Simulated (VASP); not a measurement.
Wanted: the native input for a VASP 6.6.1 run.

| Quantity | Value |
| --- | --- |
| Task | single point |
| Functional | PBE |
| Potentials or basis | VASP PAW PBE potentials, release 64 (Ga_d, As) |
| Cutoff | 500 eV |
| k mesh | 12 × 12 × 12 |
| Occupations | gaussian, width 0.01 eV |
| Spin | no spin polarisation |
| Dipole correction | no |
| Further INCAR settings | ALGO = Normal; EDIFF = 1e-06; NBANDS = 16 |

The structure of GaAs (gallium arsenide) lies in POSCAR:

```
GaAs
1.0
    0.0000000000      2.8727133026      2.8727133026
    2.8727133026      0.0000000000      2.8727133026
    2.8727133026      2.8727133026      0.0000000000
Ga As
1 1
Direct
    0.0000000000      0.0000000000      0.0000000000
    0.2500000000      0.2500000000      0.2500000000
```

One way to write it, as run:

INCAR

```
PREC = Accurate
ENCUT = 500
EDIFF = 1E-6
ISMEAR = 0
SIGMA = 0.01
LREAL = False
LASPH = True
NELM = 120
ALGO = Normal
ISIF = 2
LWAVE = False
LCHARG = False
GGA = PE
NBANDS = 16
GGA_COMPAT = False
```

KPOINTS

```
regular mesh
0
Gamma
  12 12 12
```

Potentials or basis: VASP PAW PBE potentials, release 64 (Ga_d, As).

Launch:

```sh
$ cat potpaw_PBE.64/Ga_d/POTCAR potpaw_PBE.64/As/POTCAR > POTCAR
$ mpirun -np 1 vasp_std > vasp.out
```

Results of the run:

```
Pressure               : 0.1 GPa
Band gap on the k mesh : 0.16 eV, direct
```

It took 23 s on 1 thread of Intel(R) Xeon(R) 6975P-C (Granite Rapids) (shared host), peak memory 0.2 GiB.
